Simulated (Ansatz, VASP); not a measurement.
## Two plane-wave programs on GaN

Contents of INCAR:

```
SYSTEM = GaN
PREC = Accurate
ENCUT = 600
EDIFF = 1E-6
ISMEAR = 0
SIGMA = 0.01
LREAL = .False.
LASPH = .True.
NELM = 120
ALGO = Normal
ISIF = 2
LWAVE = .False.
LCHARG = .True.
GGA = PS
IVDW = 13
LELF = .True.
LVHAR = .True.
NBANDS = 26
GGA_COMPAT = .False.
```

Contents of KPOINTS:

```
Automatic mesh
0
Gamma
  6 6 4
  0 0 0
```

The input POSCAR:

```
GaN
1.0
    3.3000346668      0.0000000000      0.0000000000
   -1.6500173334      2.8579138548      0.0000000000
    0.0000000000      0.0000000000      4.7558752377
Ga N
2 2
Direct
    0.3333333333      0.6666666667      0.2500000000
    0.6666666667      0.3333333333      0.7500000000
    0.6666666667      0.3333333333      0.2500000000
    0.3333333333      0.6666666667      0.7500000000
```

Input for Ansatz:

```yaml
crystal:
  lattice:
    - [3.3000346668, 0.0, 0.0]
    - [-1.6500173334, 2.8579138548, 0.0]
    - [0.0, 0.0, 4.7558752377]
  atoms:
    - { symbol: Ga, position: [0.3333333333, 0.6666666667, 0.25] }
    - { symbol: Ga, position: [0.6666666667, 0.3333333333, 0.75] }
    - { symbol: "N", position: [0.6666666667, 0.3333333333, 0.25] }
    - { symbol: "N", position: [0.3333333333, 0.6666666667, 0.75] }
kpoints:
  mp_grid: { grid: [6, 6, 4] }
hamiltonian:
  xc: pbesol
  dispersion: d4
scf:
  occupations: { method: fixed }
  n_extra_bands: 5
output:
  forces: true
  stress: true
  eigenvalues: true
```

Alike in both runs: task single point; functional PBEsol; dispersion D4; k mesh 6 × 6 × 4; no spin polarisation.

|  | VASP | Ansatz |
| --- | --- | --- |
| version | VASP 6.6.1 | Ansatz 0.2.0 |
| potentials or method | VASP PAW PBE potentials, release 64 (Ga_d, N) | plane waves |
| plane-wave cutoff (eV) | 600 | 420 |
| occupations | gaussian, width 0.01 eV | fixed |
| valence electrons in the cell | 36 | 36 |

Ansatz gave:

* gap on the k mesh at the Fermi level (eV): 1.40
* pressure (GPa): -3.1
* traceless stress, the component that is largest in VASP (GPa): -0.31

What did VASP give for the same quantities?

gap on the k mesh at the Fermi level (eV): 1.41; pressure (GPa): -3.4; traceless stress, the component that is largest in VASP (GPa): 0.22.

VASP's potentials were made for PBE, not for PBEsol.
